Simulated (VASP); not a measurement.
# ScPt (Pm-3m) in VASP: notebook, part 2 of 3

VASP 6.6.1. The steps go on from the part before.

## Step 4: Electric field gradients, LDA (17.66 Å³/atom)

This run uses another cell than the first one, of 17.66 Å³/atom.

The input, INCAR:

```
  PREC = Accurate
  ENCUT = 520
  EDIFF = 1E-8
  ISMEAR = -1
  SIGMA = 0.05
  LREAL = False
  LASPH = True
  NELM = 80
  ALGO = Normal
  ISIF = 2
  LWAVE = False
  LCHARG = False
  LEFG = True
  NBANDS = 18
```

The input, KPOINTS:

```
Automatic mesh
0
Gamma
  10 10 10
```

The input, POSCAR:

```
ScPt
1.0
    3.2808638672      0.0000000000      0.0000000000
    0.0000000000      3.2808638672      0.0000000000
    0.0000000000      0.0000000000      3.2808638672
Sc Pt
1 1
Direct
    0.5000000000      0.5000000000      0.5000000000
    0.0000000000      0.0000000000      0.0000000000
```

Potentials or basis: VASP PAW LDA potentials, release 64 (Sc_sv, Pt).

Started as:

```sh
> cat potpaw_LDA.64/Sc_sv/POTCAR potpaw_LDA.64/Pt/POTCAR > POTCAR
> mpirun -np 1 vasp_std > vasp.out
```

OUTCAR:

```text
PREC = Accurate
   ENCUT = 520
   EDIFF = 1E-8
   ISMEAR = -1
   LREAL = False
   LASPH = True
   NELM = 80
   ISIF = 2

 ion  position               nearest neighbor table
   1  0.500  0.500  0.500-   2 2.84   2 2.84   2 2.84   2 2.84   2 2.84   2 2.84   2 2.84   2 2.84

   2  0.000  0.000  0.000-   1 2.84   1 2.84   1 2.84   1 2.84   1 2.84   1 2.84   1 2.84   1 2.84

  LATTYP: Found a simple cubic cell.
 ALAT       =     3.2808638672

  Lattice vectors:

 A1 = (   3.2808638672,   0.0000000000,   0.0000000000)
 A2 = (   0.0000000000,   3.2808638672,   0.0000000000)
 A3 = (   0.0000000000,   0.0000000000,   3.2808638672)

Analysis of symmetry for initial positions (statically):
=====================================================================
 Subroutine PRICEL returns:
 Original cell was already a primitive cell.

 Routine SETGRP: Setting up the symmetry group for a
 simple cubic supercell.

 Subroutine GETGRP returns: Found 48 space group operations
 (whereof 48 operations were pure point group operations)
 out of a pool of 48 trial point group operations.

The static configuration has the point symmetry O_h .

Analysis of symmetry for dynamics (positions and initial velocities):
=====================================================================
 Subroutine PRICEL returns:
 Original cell was already a primitive cell.

 Routine SETGRP: Setting up the symmetry group for a
 simple cubic supercell.

 Subroutine GETGRP returns: Found 48 space group operations
 (whereof 48 operations were pure point group operations)
 out of a pool of 48 trial point group operations.

The dynamic configuration has the point symmetry O_h .

 Subroutine INISYM returns: Found 48 space group operations
 (whereof 48 operations are pure point group operations),
 and found     1 'primitive' translations

----------------------------------------------------------------------------------------

                                     Primitive cell

  volume of cell :      35.3154

  direct lattice vectors                    reciprocal lattice vectors
     3.280863867  0.000000000  0.000000000     0.304797773  0.000000000  0.000000000
     0.000000000  3.280863867  0.000000000     0.000000000  0.304797773  0.000000000
     0.000000000  0.000000000  3.280863867     0.000000000  0.000000000  0.304797773

  length of vectors
     3.280863867  3.280863867  3.280863867     0.304797773  0.304797773  0.304797773

  position of ions in fractional coordinates (direct lattice)
     0.500000000  0.500000000  0.500000000
     0.000000000  0.000000000  0.000000000

  ion indices of the primitive-cell ions
   primitive index   ion index
                 1           1
                 2           2

----------------------------------------------------------------------------------------

 KPOINTS: Automatic mesh

Automatic generation of k-mesh.
 Grid dimensions read from file:
 generate k-points for:   10   10   10

 Generating k-lattice:

  Cartesian coordinates                     Fractional coordinates (reciprocal lattice)
[... 61 lines left out ...]
   LREAL  =      F    real-space projection
   EDIFFG = 0.1E-06   stopping-criterion for IOM
   NSW    =      0    number of steps for IOM
   IBRION =     -1    ionic relax: 0-MD 1-quasi-New 2-CG
   NFREE  =      0    steps in history (QN), initial steepest desc. (CG)
   ISIF   =      2    stress and relaxation
   ISYM   =      2    0-nonsym 1-usesym 2-fastsym
   POTIM  = 0.5000    time-step for ionic-motion
   TEBEG  =    0.0;   TEEND  =   0.0 temperature during run
   PSTRESS=    0.0 pullay stress
   NELECT =      21.0000    total number of electrons
   NUPDOWN=      -1.0000    fix difference up-down
   EMIN   =  10.00;   EMAX   =-10.00  energy-range for DOS
   EFERMI =   0.00;   METHOD = LEGACY
   ISMEAR =    -1;   SIGMA  =   0.05  broadening in eV -4-tet -1-fermi 0-gaus
   EFERMI_NEDOS =   21; number of points for ismear=-14 and -15
   IALGO  =     38    algorithm
   IMIX   =      4    mixing-type and parameters
     AMIX     =   0.40;   BMIX     =  1.00
     AMIX_MAG =   1.60;   BMIX_MAG =  1.00
  volume/ion in A,a.u.               =      17.66       119.16
  Fermi-wavevector in a.u.,A,eV,Ry     =   1.376659  2.601508 25.785626  1.895190
  Thomas-Fermi vector in A             =   2.501884
   LORBIT       =      0    0 simple, 1 ext, 2 COOP (PROOUT), +10 PAW based schemes
   GGA     = CA    functional components
   LHFCALC =     F    Hartree Fock is set to
   AEXX    =    0.0000 exact exchange contribution
   IVDW    =     0    specifies the selected vdW correction
   LEPSILON=     F    determine dielectric tensor
   LRPA    =     F    only Hartree local field effects (RPA)
 non-spin polarized calculation
  energy-cutoff  :      520.00
  volume of cell :       35.32
 maximum number of plane-waves:       968
   NGX = 13   NGY = 13   NGZ = 13

 number of electron      20.9999992 magnetization

 Free energy of the ion-electron system (eV)
  ---------------------------------------------------
  ext. energy  EPLUGINS =         0.00000000
  ---------------------------------------------------
  free energy    TOTEN  =       -16.64157260 eV

  energy without entropy =      -16.62683567  energy(sigma->0) =      -16.63420414

 E-fermi :   7.7466     XC(G=0): -12.1868

 val. band max:        7.7293800151   @ k =   0.5000   0.4000   0.3000
 cond. band min:       7.7599314236   @ k =   0.4000   0.0000   0.0000
 fundamental gap:      0.0305514084
 Fermi energy:         7.7466321911

 k-point     1 :       0.0000    0.0000    0.0000
  band No.  band energies     occupation
      1     -41.5170      2.00000
      2     -20.3879      2.00000
      3     -20.3879      2.00000
      4     -20.3879      2.00000
      5      -0.3003      2.00000
      6       2.5640      2.00000
[... 481 lines left out ...]
      5       1.4196      2.00000
      6       3.2086      2.00000
[... 10 lines left out ...]
     17      17.2255      0.00000
     18      17.9998      0.00000

 [... further k-points ...]
[... 5 lines left out ...]
  --------------------------------------------------------------------------------------
  -------------------------------------------------------------------------------------
  Total       -1.3639601     -1.3639601     -1.3639601      0.0000000      0.0000000      0.0000000
  in kB      -61.8796176    -61.8796176    -61.8796176      0.0000000      0.0000000      0.0000000
  external PRESSURE =     -61.8796176 kB  Pullay stress =       0.0000000 kB

 VOLUME and BASIS-vectors are now :
 -----------------------------------------------------------------------------
  energy-cutoff  :      520.00
  volume of cell :       35.32
      direct lattice vectors                 reciprocal lattice vectors
     3.280863867  0.000000000  0.000000000     0.304797773  0.000000000  0.000000000
     0.000000000  3.280863867  0.000000000     0.000000000  0.304797773  0.000000000
     0.000000000  0.000000000  3.280863867     0.000000000  0.000000000  0.304797773

 POSITION                                       TOTAL-FORCE (eV/Angst)
 -----------------------------------------------------------------------------------
      1.64043      1.64043      1.64043         0.000000      0.000000      0.000000
      0.00000      0.00000      0.00000         0.000000      0.000000      0.000000
 -----------------------------------------------------------------------------------
    total drift:                                0.000000      0.000000     -0.000000

  FREE ENERGIE OF THE ION-ELECTRON SYSTEM (eV)
  ---------------------------------------------------
  free  energy   TOTEN  =       -16.6415725996 eV

  energy  without entropy=      -16.6268356726  energy(sigma->0) =      -16.63420414

 Electric field gradients (V/A^2)
---------------------------------------------------------------------
 ion       V_xx      V_yy      V_zz      V_xy      V_xz      V_yz
---------------------------------------------------------------------
   1       0.000    -0.000    -0.000     0.000     0.000     0.000
   2       0.000     0.000     0.000    -0.000     0.000     0.000
---------------------------------------------------------------------

 Electric field gradients after diagonalization (V/A^2)
 (convention: |V_zz| > |V_xx| > |V_yy|)
----------------------------------------------------------------------
 ion       V_xx      V_yy      V_zz     asymmetry (V_yy - V_xx)/ V_zz
----------------------------------------------------------------------
   1      -0.000     0.000    -0.000      -0.271
   2       0.000     0.000     0.000      -0.114
----------------------------------------------------------------------

           NMR quadrupolar parameters

 Cq : quadrupolar parameter    Cq=e*Q*V_zz/h
 eta: asymmetry parameters     (V_yy - V_xx)/ V_zz
 Q  : nuclear electric quadrupole moment in mb (millibarn)
----------------------------------------------------------------------
 ion       Cq(MHz)       eta       Q (mb)
----------------------------------------------------------------------
   1      -0.000      -0.271       1.000
   2       0.000      -0.114       1.000
----------------------------------------------------------------------
```

OSZICAR:

```text
N       E                     dE             d eps       ncg     rms          rms(c)
DAV:   1     0.190141855926E+03    0.19014E+03   -0.10409E+04  2104   0.122E+03
DAV:   2    -0.844147762068E+01   -0.19858E+03   -0.19194E+03  2076   0.372E+02
DAV:   3    -0.178577785270E+02   -0.94163E+01   -0.88112E+01  2814   0.912E+01
DAV:   4    -0.180752335994E+02   -0.21746E+00   -0.21636E+00  3036   0.143E+01
DAV:   5    -0.180774409760E+02   -0.22074E-02   -0.22073E-02  2626   0.107E+00    0.962E+00
DAV:   6    -0.168689781208E+02    0.12085E+01   -0.18188E+00  2792   0.195E+01    0.390E+00
DAV:   7    -0.166712518906E+02    0.19773E+00   -0.72250E-01  2818   0.671E+00    0.113E+00
DAV:   8    -0.166479710557E+02    0.23281E-01   -0.84587E-02  3072   0.284E+00    0.589E-01
DAV:   9    -0.166428539456E+02    0.51171E-02   -0.25473E-02  2544   0.249E+00    0.295E-01
DAV:  10    -0.166417492299E+02    0.11047E-02   -0.78214E-03  2682   0.124E+00    0.813E-02
DAV:  11    -0.166415733342E+02    0.17590E-03   -0.58999E-04  3010   0.329E-01    0.105E-02
DAV:  12    -0.166415728127E+02    0.52154E-06   -0.13681E-05  3100   0.376E-02    0.402E-03
DAV:  13    -0.166415726327E+02    0.17996E-06   -0.77606E-07  3064   0.113E-02    0.214E-03
DAV:  14    -0.166415726001E+02    0.32597E-07   -0.15428E-07  2982   0.308E-03    0.141E-04
DAV:  15    -0.166415725996E+02    0.53296E-09   -0.15979E-09  1182   0.530E-04
   1 F= -.16641573E+02 E0= -.16634204E+02  d E =-.147369E-01
```

Wall time 42 s (1 thread of AMD EPYC 7R13, shared host); peak memory 0.13 GiB.

What came out:

```yaml
Free_energy: -16.6416 eV
Pressure: -6.2 GPa
Band_gap_on_the_k_mesh: zero (an odd number of electrons rules out a gap without spin polarisation)
Largest_electric_field_gradient_by_atom: zero within the noise of the run
```

Caveat: the cell stands under tension; spin-orbit coupling is left out, which moves the levels of the heavy elements.

## Step 5: Electric field gradients, LDA (17.83 Å³/atom)

This run uses another cell than the first one, of 17.83 Å³/atom.

The input, INCAR:

```
SYSTEM = ScPt
PREC     = Accurate       ! precision mode
ENCUT    = 520            ! plane-wave cutoff, eV
EDIFF    = 1E-8           ! SCF threshold, eV
ISMEAR   = -1             ! smearing method
SIGMA    = 0.05           ! smearing width, eV
LREAL    = .FALSE.        ! projectors in reciprocal space
LASPH    = .TRUE.         ! aspherical terms in the spheres
NELM     = 80             ! most SCF steps
ALGO     = Normal         ! electronic algorithm
ISIF     = 2              ! what is computed and relaxed
LWAVE    = .FALSE.        ! write WAVECAR
LCHARG   = .FALSE.        ! write CHGCAR
LEFG     = .TRUE.       
NBANDS   = 18             ! bands
```

The input, KPOINTS:

```
regular mesh
0
G
  10 10 10
  0 0 0
```

The input, POSCAR:

```
ScPt
1.0
    3.2916562603      0.0000000000      0.0000000000
    0.0000000000      3.2916562603      0.0000000000
    0.0000000000      0.0000000000      3.2916562603
Sc Pt
1 1
Direct
    0.5000000000      0.5000000000      0.5000000000
    0.0000000000      0.0000000000      0.0000000000
```

Potentials or basis: VASP PAW LDA potentials, release 64 (Sc_sv, Pt).

Started as:

```sh
> cat potpaw_LDA.64/Sc_sv/POTCAR potpaw_LDA.64/Pt/POTCAR > POTCAR
> mpirun -np 1 vasp_std > vasp.out
```

OUTCAR:

```text
SYSTEM = ScPt
   PREC = Accurate
   ENCUT = 520
   EDIFF = 1E-8
   ISMEAR = -1
   LREAL = .FALSE.
   LASPH = .TRUE.
   NELM = 80
   ISIF = 2

 ion  position               nearest neighbor table
   1  0.500  0.500  0.500-   2 2.85   2 2.85   2 2.85   2 2.85   2 2.85   2 2.85   2 2.85   2 2.85

   2  0.000  0.000  0.000-   1 2.85   1 2.85   1 2.85   1 2.85   1 2.85   1 2.85   1 2.85   1 2.85

  LATTYP: Found a simple cubic cell.
 ALAT       =     3.2916562603

  Lattice vectors:

 A1 = (   3.2916562603,   0.0000000000,   0.0000000000)
 A2 = (   0.0000000000,   3.2916562603,   0.0000000000)
 A3 = (   0.0000000000,   0.0000000000,   3.2916562603)

Analysis of symmetry for initial positions (statically):
=====================================================================
 Subroutine PRICEL returns:
 Original cell was already a primitive cell.

 Routine SETGRP: Setting up the symmetry group for a
 simple cubic supercell.

 Subroutine GETGRP returns: Found 48 space group operations
 (whereof 48 operations were pure point group operations)
 out of a pool of 48 trial point group operations.

The static configuration has the point symmetry O_h .

Analysis of symmetry for dynamics (positions and initial velocities):
=====================================================================
 Subroutine PRICEL returns:
 Original cell was already a primitive cell.

 Routine SETGRP: Setting up the symmetry group for a
 simple cubic supercell.

 Subroutine GETGRP returns: Found 48 space group operations
 (whereof 48 operations were pure point group operations)
 out of a pool of 48 trial point group operations.

The dynamic configuration has the point symmetry O_h .
[... 149 lines left out ...]
 cond. band min:       7.6562442388   @ k =   0.4000   0.0000   0.0000
 fundamental gap:      0.0437055223
 Fermi energy:         7.6271841477

 k-point     1 :       0.0000    0.0000    0.0000
  band No.  band energies     occupation
      1     -41.6610      2.00000
      2     -20.5319      2.00000
      3     -20.5319      2.00000
      4     -20.5319      2.00000
      5      -0.3616      2.00000
      6       2.5147      2.00000
[... 481 lines left out ...]
      5       1.3446      2.00000
      6       3.1502      2.00000
[... 10 lines left out ...]
     17      17.0170      0.00000
     18      17.7877      0.00000

 [... further k-points ...]
[... 5 lines left out ...]
  --------------------------------------------------------------------------------------
  -------------------------------------------------------------------------------------
  Total       -1.6637070     -1.6637070     -1.6637070     -0.0000000     -0.0000000     -0.0000000
  in kB      -74.7384337    -74.7384337    -74.7384337     -0.0000000     -0.0000000     -0.0000000
  external PRESSURE =     -74.7384337 kB  Pullay stress =       0.0000000 kB

 VOLUME and BASIS-vectors are now :
 -----------------------------------------------------------------------------
  energy-cutoff  :      520.00
  volume of cell :       35.67
      direct lattice vectors                 reciprocal lattice vectors
     3.291656260  0.000000000  0.000000000     0.303798429  0.000000000  0.000000000
     0.000000000  3.291656260  0.000000000     0.000000000  0.303798429  0.000000000
     0.000000000  0.000000000  3.291656260     0.000000000  0.000000000  0.303798429

 POSITION                                       TOTAL-FORCE (eV/Angst)
 -----------------------------------------------------------------------------------
      1.64583      1.64583      1.64583         0.000000      0.000000      0.000000
      0.00000      0.00000      0.00000         0.000000      0.000000      0.000000
 -----------------------------------------------------------------------------------
    total drift:                                0.000000      0.000000     -0.000000

  FREE ENERGIE OF THE ION-ELECTRON SYSTEM (eV)
  ---------------------------------------------------
  free  energy   TOTEN  =       -16.6268574412 eV

  energy  without entropy=      -16.6121431181  energy(sigma->0) =      -16.61950028

 Electric field gradients (V/A^2)
---------------------------------------------------------------------
 ion       V_xx      V_yy      V_zz      V_xy      V_xz      V_yz
---------------------------------------------------------------------
   1       0.000    -0.000     0.000     0.000     0.000     0.000
   2      -0.000    -0.000    -0.000     0.000    -0.000     0.000
---------------------------------------------------------------------

 Electric field gradients after diagonalization (V/A^2)
 (convention: |V_zz| > |V_xx| > |V_yy|)
----------------------------------------------------------------------
 ion       V_xx      V_yy      V_zz     asymmetry (V_yy - V_xx)/ V_zz
----------------------------------------------------------------------
   1       0.000    -0.000     0.000      -0.505
   2      -0.000    -0.000    -0.000      -0.173
----------------------------------------------------------------------

           NMR quadrupolar parameters

 Cq : quadrupolar parameter    Cq=e*Q*V_zz/h
 eta: asymmetry parameters     (V_yy - V_xx)/ V_zz
 Q  : nuclear electric quadrupole moment in mb (millibarn)
----------------------------------------------------------------------
 ion       Cq(MHz)       eta       Q (mb)
----------------------------------------------------------------------
   1       0.000      -0.505       1.000
   2      -0.000      -0.173       1.000
----------------------------------------------------------------------
```

Run time: 38 s. Hardware: 1 thread of AMD EPYC 7R13, shared host; peak memory 0.13 GiB.

Results:

| Property | Result |
| --- | --- |
| Free energy | -16.6269 eV |
| Pressure | -7.5 GPa |
| Band gap on the k mesh | zero (an odd number of electrons rules out a gap without spin polarisation) |
| Largest electric field gradient by atom | zero within the noise of the run |

Levels at points of the mesh, in eV from the Fermi level:
```
           k point  band 8  band 9  band 10  band 11  band 12  band 13
(0.00, 0.00, 0.00)   -2.80   -2.80    -2.80     1.38     1.38     3.34
(0.50, 0.00, 0.00)   -3.18   -3.18    -2.41    -0.92    -0.13     1.13
(0.50, 0.50, 0.00)   -3.82   -1.59    -0.84     0.31     0.31     1.87
(0.50, 0.50, 0.50)   -1.54   -1.54    -1.38    -1.38    -1.38     2.95
```

Caveat: the cell stands under tension; spin-orbit coupling is left out, which moves the levels of the heavy elements.

(Part 2 of 3 ends here.)
